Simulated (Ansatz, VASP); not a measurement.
**BaC2 in VASP and in Ansatz**

```
CELL_PARAMETERS angstrom
-2.31370 2.31370 3.63449
2.31370 -2.31370 3.63449
2.31370 2.31370 -3.63449
ATOMIC_POSITIONS crystal
Ba 0.00000 0.00000 0.00000
C 0.58701 0.58701 0.00000
C 0.41299 0.41299 0.00000
```

Change from the starting cell: strain +0.050 along x and y, +0.000 along z, atoms carried along.

Alike in both runs: task single point; functional LDA; k mesh 10 × 10 × 10; occupations gaussian, width 0.05 eV; no spin polarisation.

|  | VASP | Ansatz |
| --- | --- | --- |
| version | VASP 6.6.1 | Ansatz 0.2.0 |
| potentials or method | VASP PAW LDA potentials, release 64 (Ba_sv, C), cutoff 520 eV | scalar-relativistic, plane waves, PAW |
| valence electrons in the cell | 18 | 18 |

```tsv
	VASP	Ansatz	Ansatz less VASP
gap on the k mesh at the Fermi level (eV)	1.66	1.71	+0.046
least direct gap on the mesh (eV)	2.39	2.41	+0.024
pressure (GPa)	-5.6	-6.0	-0.43
traceless stress, the component that is largest in VASP (GPa)	0.58	0.17	-0.414
rms of the force components (eV/Å)	0.161	0.186	+0.0252
```

LDA's correlation is that of Perdew and Zunger in VASP and of Perdew and Wang (1992) in Ansatz. Atom by atom the forces differ by 0.025 eV/Å (rms over components).

Spin-orbit coupling is off throughout.
